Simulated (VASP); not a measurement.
# GeSe (Pnma) in VASP: single point with r2SCAN

Aim: the single point of GeSe with r2SCAN.

Everything below comes from runs of VASP 6.6.1. Logs are shortened: lines on timing, memory, paths and dates and some standing lists are left out, and cuts for length are marked.

### 1 The cell of the first run

The structure is orthorhombic, space group Pnma (No. 62). The conventional cell has a = 11.010 Å, b = 3.804 Å, c = 4.536 Å, α = 90.00°, β = 90.00°, γ = 90.00°. Ge (site symmetry m) has 6 Se at 2.56 to 3.51 Å and 2 Ge at 3.51 Å within 3.6 Å. Se (site symmetry m) has 6 Ge at 2.56 to 3.51 Å and 8 Se at 3.71 to 3.80 Å within 3.9 Å.

### 2 Single point, r2SCAN

Input file POSCAR:

```
GeSe
1.0
   11.0103042339      0.0000000000      0.0000000000
    0.0000000000      3.8043314356      0.0000000000
    0.0000000000      0.0000000000      4.5363774520
Ge Se
4 4
Direct
    0.1254375735      0.7500000000      0.8860310481
    0.6254375735      0.7500000000      0.6139689519
    0.3745624265      0.2500000000      0.3860310481
    0.8745624265      0.2500000000      0.1139689519
    0.8516134864      0.7500000000      0.4877997614
    0.3516134864      0.7500000000      0.0122002386
    0.6483865136      0.2500000000      0.9877997614
    0.1483865136      0.2500000000      0.5122002386
```

Input file INCAR.step1:

```
ALGO = Normal ; EDIFF = 1E-5
ENCUT = 550 ; GGA = PE
GGA_COMPAT = False ; ISMEAR = 0
LASPH = True ; LCHARG = False
LREAL = False ; LWAVE = True
NBANDS = 50 ; NELM = 120
PREC = Accurate ; SIGMA = 0.01
```

Input file INCAR.step2:

```
ALGO = Normal ; EDIFF = 1E-6
ENCUT = 550 ; GGA_COMPAT = False
ISIF = 2 ; ISMEAR = 0
ISTART = 1 ; LASPH = True
LCHARG = False ; LMIXTAU = True
LREAL = False ; LWAVE = False
METAGGA = R2SCAN ; NBANDS = 50
NELM = 120 ; PREC = Accurate
SIGMA = 0.01
```

Input file KPOINTS:

```
k-points
0
Gamma
  2 6 6
```

Potentials or basis: VASP PAW PBE potentials, release 64 (Ge_d, Se).

The run is started by

```sh
> cat potpaw_PBE.64/Ge_d/POTCAR potpaw_PBE.64/Se/POTCAR > POTCAR
> cp INCAR.step1 INCAR
> mpirun -np 1 vasp_std > vasp.out
> cp INCAR.step2 INCAR
> mpirun -np 1 vasp_std > vasp.out
```

OUTCAR:

```text
EDIFF = 1E-6
   ENCUT = 550
   ISIF = 2
   ISMEAR = 0
   ISTART = 1
   LASPH = True
   LREAL = False
   METAGGA = R2SCAN
   NELM = 120
   PREC = Accurate

 ion  position               nearest neighbor table
   1  0.125  0.750  0.886-   6 2.56   8 2.56   8 2.56
   2  0.625  0.750  0.614-   5 2.56   7 2.56   7 2.56
   3  0.375  0.250  0.386-   8 2.56   6 2.56   6 2.56
   4  0.875  0.250  0.114-   7 2.56   5 2.56   5 2.56
   5  0.852  0.750  0.488-   2 2.56   4 2.56   4 2.56
   6  0.352  0.750  0.012-   1 2.56   3 2.56   3 2.56
   7  0.648  0.250  0.988-   4 2.56   2 2.56   2 2.56
   8  0.148  0.250  0.512-   3 2.56   1 2.56   1 2.56

  LATTYP: Found a simple orthorhombic cell.
 ALAT       =     3.8043314356
 B/A-ratio  =     1.1924243533
 C/A-ratio  =     2.8941495819

  Lattice vectors:

 A1 = (   0.0000000000,   3.8043314356,   0.0000000000)
 A2 = (   0.0000000000,   0.0000000000,   4.5363774520)
 A3 = (  11.0103042339,   0.0000000000,   0.0000000000)

Analysis of symmetry for initial positions (statically):
=====================================================================
 Subroutine PRICEL returns:
 Original cell was already a primitive cell.

 Routine SETGRP: Setting up the symmetry group for a
 simple orthorhombic supercell.

 Subroutine GETGRP returns: Found  8 space group operations
 (whereof  2 operations were pure point group operations)
 out of a pool of  8 trial point group operations.

The static configuration has the point symmetry S_2 .
 The point group associated with its full space group is D_2h.

Analysis of symmetry for dynamics (positions and initial velocities):
=====================================================================
 Subroutine PRICEL returns:
 Original cell was already a primitive cell.

 Routine SETGRP: Setting up the symmetry group for a
 simple orthorhombic supercell.

 Subroutine GETGRP returns: Found  8 space group operations
 (whereof  2 operations were pure point group operations)
 out of a pool of  8 trial point group operations.

The dynamic configuration has the point symmetry S_2 .
 The point group associated with its full space group is D_2h.

 Subroutine INISYM returns: Found  8 space group operations
 (whereof  2 operations are pure point group operations),
 and found     1 'primitive' translations

----------------------------------------------------------------------------------------

                                     Primitive cell

  volume of cell :     190.0145

  direct lattice vectors                    reciprocal lattice vectors
    11.010304234  0.000000000  0.000000000     0.090824012  0.000000000  0.000000000
     0.000000000  3.804331436  0.000000000     0.000000000  0.262858275  0.000000000
     0.000000000  0.000000000  4.536377452     0.000000000  0.000000000  0.220440210

  length of vectors
    11.010304234  3.804331436  4.536377452     0.090824012  0.262858275  0.220440210

  position of ions in fractional coordinates (direct lattice)
     0.125437574  0.750000000  0.886031048
     0.625437574  0.750000000  0.613968952
     0.374562426  0.250000000  0.386031048
     0.874562426  0.250000000  0.113968952
     0.851613486  0.750000000  0.487799761
     0.351613486  0.750000000  0.012200239
     0.648386514  0.250000000  0.987799761
     0.148386514  0.250000000  0.512200239

  ion indices of the primitive-cell ions
   primitive index   ion index
                 1           1
                 2           2
                 3           3
                 4           4
                 5           5
                 6           6
                 7           7
                 8           8

----------------------------------------------------------------------------------------

 KPOINTS: k-points

Automatic generation of k-mesh.
 Grid dimensions read from file:
 generate k-points for:    2    6    6

 Generating k-lattice:

  Cartesian coordinates                     Fractional coordinates (reciprocal lattice)
     0.045412006  0.000000000  0.000000000     0.500000000  0.000000000  0.000000000
     0.000000000  0.043809713  0.000000000     0.000000000  0.166666667  0.000000000
     0.000000000  0.000000000  0.036740035     0.000000000  0.000000000  0.166666667

  Length of vectors
     0.045412006  0.043809713  0.036740035

  Shift w.r.t. Gamma in fractional coordinates (k-lattice)
     0.000000000  0.000000000  0.000000000

 Subroutine IBZKPT returns following result:
 ===========================================

 Found     32 irreducible k-points:

 Following reciprocal coordinates:
            Coordinates               Weight
  0.000000  0.000000  0.000000      1.000000
  0.500000  0.000000  0.000000      1.000000
  0.000000  0.166667  0.000000      2.000000
  0.500000  0.166667  0.000000      2.000000
  0.000000  0.333333  0.000000      2.000000
  0.500000  0.333333  0.000000      2.000000
[... 16 lines left out ...]
  0.000000  0.500000  0.333333      2.000000
  0.500000  0.500000  0.333333      2.000000
 [... further k-points ...]
   k-points           NKPTS =     32   k-points in BZ     NKDIM =     32   number of bands    NBANDS=     50
   number of dos      NEDOS =    301   number of ions     NIONS =      8
   total plane-waves  NPLWV =  90720
   dimension x,y,z NGX =    84 NGY =   30 NGZ =   36
   dimension x,y,z NGXF=   168 NGYF=   60 NGZF=   72
   ions per type =               4   4
   NGX,Y,Z   is equivalent  to a cutoff of  12.68, 13.11, 13.19 a.u.
   NGXF,Y,Z  is equivalent  to a cutoff of  25.37, 26.22, 26.39 a.u.
 SYSTEM =  unknown system
   PREC   = accura    normal or accurate (medium, high low for compatibility)
   ISTART =      1    job   : 0-new  1-cont  2-samecut
   ICHARG =      0    charge: 1-file 2-atom 10-const
   ISPIN  =      1    spin polarized calculation?
   LNONCOLLINEAR =      F non collinear calculations
   LSORBIT =      F    spin-orbit coupling
   LASPH  =      T    aspherical Exc in radial PAW
   ENCUT  =  550.0 eV  40.42 Ry    6.36 a.u.  21.05  7.27  8.67*2*pi/ulx,y,z
   NELM   =    120;   NELMIN=  2; NELMDL=  0     # of ELM steps
   EDIFF  = 0.1E-05   stopping-criterion for ELM
   LREAL  =      F    real-space projection
[... 7 lines left out ...]
   TEBEG  =    0.0;   TEEND  =   0.0 temperature during run
   PSTRESS=    0.0 pullay stress
   NELECT =      80.0000    total number of electrons
   NUPDOWN=      -1.0000    fix difference up-down
   EMIN   =  10.00;   EMAX   =-10.00  energy-range for DOS
   EFERMI =   0.00;   METHOD = LEGACY
   ISMEAR =     0;   SIGMA  =   0.01  broadening in eV -4-tet -1-fermi 0-gaus
   EFERMI_NEDOS =   21; number of points for ismear=-14 and -15
   IALGO  =     38    algorithm
   IMIX   =      4    mixing-type and parameters
     AMIX     =   0.40;   BMIX     =  1.00
     AMIX_MAG =   1.60;   BMIX_MAG =  1.00
  volume/ion in A,a.u.               =      23.75       160.29
  Fermi-wavevector in a.u.,A,eV,Ry     =   1.226994  2.318683 20.483775  1.505515
  Thomas-Fermi vector in A             =   2.361974
   LORBIT       =      0    0 simple, 1 ext, 2 COOP (PROOUT), +10 PAW based schemes
   METAGGA = R2SCAN    functional components
   LHFCALC =     F    Hartree Fock is set to
   AEXX    =    0.0000 exact exchange contribution
   IVDW    =     0    specifies the selected vdW correction
   LEPSILON=     F    determine dielectric tensor
   LRPA    =     F    only Hartree local field effects (RPA)
 non-spin polarized calculation
 Gauss-broadening in eV      SIGMA  =   0.01
  energy-cutoff  :      550.00
  volume of cell :      190.01
 maximum number of plane-waves:      5598
   NGX = 43   NGY = 15   NGZ = 17

 number of electron      79.9999980 magnetization

 Free energy of the ion-electron system (eV)
  ---------------------------------------------------
  ext. energy  EPLUGINS =         0.00000000
  ---------------------------------------------------
  free energy    TOTEN  =      -114.30880415 eV

  energy without entropy =     -114.30880415  energy(sigma->0) =     -114.30880415

 E-fermi :   3.9698     XC(G=0): -10.3494

 val. band max:        3.8434304895   @ k =   0.0000   0.0000   0.0000
 cond. band min:       4.8790879788   @ k =   0.0000   0.0000   0.0000
 fundamental gap:      1.0356574893
 Fermi energy:         3.9697731756

 k-point     1 :       0.0000    0.0000    0.0000
  band No.  band energies     occupation
      1     -21.3790      2.00000
      2     -21.3765      2.00000
      3     -21.3738      2.00000
      4     -21.3727      2.00000
      5     -21.3725      2.00000
      6     -21.3718      2.00000
[... 42 lines left out ...]
     49       9.1786      0.00000
     50       9.7042      0.00000

 k-point     2 :       0.5000    0.0000    0.0000
  band No.  band energies     occupation
      1     -21.3780      2.00000
      2     -21.3780      2.00000
      3     -21.3734      2.00000
      4     -21.3734      2.00000
      5     -21.3715      2.00000
      6     -21.3715      2.00000
[... 42 lines left out ...]
     49       9.4251      0.00000
     50       9.4252      0.00000

 k-point     3 :       0.0000    0.1667    0.0000
  band No.  band energies     occupation
      1     -21.3774      2.00000
      2     -21.3766      2.00000
      3     -21.3752      2.00000
      4     -21.3744      2.00000
      5     -21.3714      2.00000
      6     -21.3711      2.00000
[... 42 lines left out ...]
     49       8.1491      0.00000
     50       9.2989      0.00000

 k-point     4 :       0.5000    0.1667    0.0000
  band No.  band energies     occupation
      1     -21.3770      2.00000
      2     -21.3770      2.00000
      3     -21.3748      2.00000
      4     -21.3748      2.00000
      5     -21.3715      2.00000
      6     -21.3715      2.00000
[... 999 lines left out ...]
 k-point    23 :       0.0000    0.5000    0.3333
  band No.  band energies     occupation
      1     -21.3806      2.00000
      2     -21.3806      2.00000
      3     -21.3799      2.00000
      4     -21.3799      2.00000
      5     -21.3657      2.00000
      6     -21.3657      2.00000
[... 42 lines left out ...]
     49       8.9437      0.00000
     50       8.9437      0.00000

 k-point    24 :       0.5000    0.5000    0.3333
  band No.  band energies     occupation
      1     -21.3803      2.00000
      2     -21.3803      2.00000
      3     -21.3803      2.00000
      4     -21.3803      2.00000
      5     -21.3654      2.00000
      6     -21.3654      2.00000
[... 42 lines left out ...]
     49       9.7251      0.00000
     50       9.7251      0.00000

 [... further k-points ...]
[... 5 lines left out ...]
  --------------------------------------------------------------------------------------
  -------------------------------------------------------------------------------------
  Total        1.0630473      1.0013189      1.1163379      0.0000000      0.0000000      0.0000000
  in kB        8.9634728      8.4429879      9.4128122      0.0000000      0.0000000      0.0000000
  external PRESSURE =       8.9397576 kB  Pullay stress =       0.0000000 kB

 VOLUME and BASIS-vectors are now :
 -----------------------------------------------------------------------------
  energy-cutoff  :      550.00
  volume of cell :      190.01
      direct lattice vectors                 reciprocal lattice vectors
    11.010304234  0.000000000  0.000000000     0.090824012  0.000000000  0.000000000
     0.000000000  3.804331436  0.000000000     0.000000000  0.262858275  0.000000000
     0.000000000  0.000000000  4.536377452     0.000000000  0.000000000  0.220440210

 POSITION                                       TOTAL-FORCE (eV/Angst)
 -----------------------------------------------------------------------------------
      1.38111      2.85325      4.01937         0.008950     -0.000000     -0.008278
      6.88626      2.85325      2.78519         0.008950     -0.000000      0.008278
      4.12405      0.95108      1.75118        -0.008950     -0.000000     -0.008278
      9.62920      0.95108      0.51701        -0.008950      0.000000      0.008278
      9.37652      2.85325      2.21284        -0.013829     -0.000000     -0.013684
      3.87137      2.85325      0.05534        -0.013829     -0.000000      0.013684
      7.13893      0.95108      4.48103         0.013829     -0.000000     -0.013684
      1.63378      0.95108      2.32353         0.013829     -0.000000      0.013684
 -----------------------------------------------------------------------------------
    total drift:                                0.000000     -0.000000     -0.000000

  FREE ENERGIE OF THE ION-ELECTRON SYSTEM (eV)
  ---------------------------------------------------
  free  energy   TOTEN  =      -114.3088041461 eV

  energy  without entropy=     -114.3088041461  energy(sigma->0) =     -114.30880415
```

Wall time 11 min (1 thread of Intel Xeon 6975P-C (Granite Rapids), shared host); peak memory 0.46 GiB.

What came out:

```
Free energy            : -114.3088 eV
Pressure               : 0.9 GPa
Largest force          : 0.019 eV/Å
Band gap on the k mesh : 1.04 eV
```

Forces on the atoms (eV/Å):
```
Ge   0.009  0.000 -0.008
Ge   0.009  0.000  0.008
Ge  -0.009  0.000 -0.008
Ge  -0.009  0.000  0.008
Se  -0.014  0.000 -0.014
Se  -0.014  0.000  0.014
Se   0.014  0.000 -0.014
Se   0.014  0.000  0.014
```

Caveat: the PAW data sets were made with another functional, which shifts forces and pressure a little. A k mesh can miss the band edges.
